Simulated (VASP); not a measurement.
Wanted: the native input for a VASP 6.6.1 run.

```
Task                   : relaxation of shape and atoms at fixed volume
Functional             : PBE
Potentials or basis    : VASP PAW PBE potentials, release 64 (Nb_sv, P)
Cutoff                 : 600 eV
k mesh                 : 14 × 14 × 14
Occupations            : gaussian, width 0.05 eV
Spin                   : no spin polarisation
Dipole correction      : no
Further INCAR settings : ALGO = Normal; EDIFF = 1e-07; IBRION = 2; EDIFFG = -0.01; NSW = 60; ISIF = 4
```

The structure of NbP lies in POSCAR:

```
NbP
1.0
   -1.6618853565      1.6618853565      5.6790399772
    1.6618853565     -1.6618853565      5.6790399772
    1.6618853565      1.6618853565     -5.6790399772
Nb P
2 2
Direct
    0.5000094769      0.5000094769      0.0000000000
    0.2500094769      0.7500094769      0.5000000000
    0.0826190931      0.0826190931      0.0000000000
    0.8326190931      0.3326190931      0.5000000000
```

One way to write it, as run:

INCAR

```
SYSTEM = NbP
PREC     = Accurate       ! precision mode
ENCUT    = 600            ! plane-wave cutoff, eV
EDIFF    = 1E-7           ! SCF threshold, eV
ISMEAR   = 0              ! smearing method
SIGMA    = 0.05           ! smearing width, eV
LREAL    = .FALSE.        ! projectors in reciprocal space
LASPH    = .TRUE.         ! aspherical terms in the spheres
NELM     = 60             ! most SCF steps
ALGO     = Normal         ! electronic algorithm
ISIF     = 4              ! what is computed and relaxed
LWAVE    = .FALSE.        ! write WAVECAR
LCHARG   = .FALSE.        ! write CHGCAR
GGA      = PE             ! functional
IBRION   = 2              ! ionic algorithm
NSW      = 60             ! ionic steps
EDIFFG   = -0.01          ! ionic threshold
```

KPOINTS

```
regular mesh
0
G
  14 14 14
  0 0 0
```

Potentials or basis: VASP PAW PBE potentials, release 64 (Nb_sv, P).

The run is started by

```sh
$ cat potpaw_PBE.64/Nb_sv/POTCAR potpaw_PBE.64/P/POTCAR > POTCAR
$ mpirun -np 1 vasp_std > vasp.out
```

Results of the run:

```
Energy gained by relaxing    : 0.1 meV/atom
Ionic steps                  : 4
Pressure after relaxing      : 3.5 GPa
Largest force after relaxing : 0.003 eV/Å
Band gap on the k mesh       : zero (bands 18 and 19 overlap by 0.10 eV)
```

Wall time 33 min on 1 thread of Intel(R) Xeon(R) Platinum 8124M CPU @ 3.00GHz (Skylake/Cascade Lake), on a shared host, peak memory 0.62 GiB.
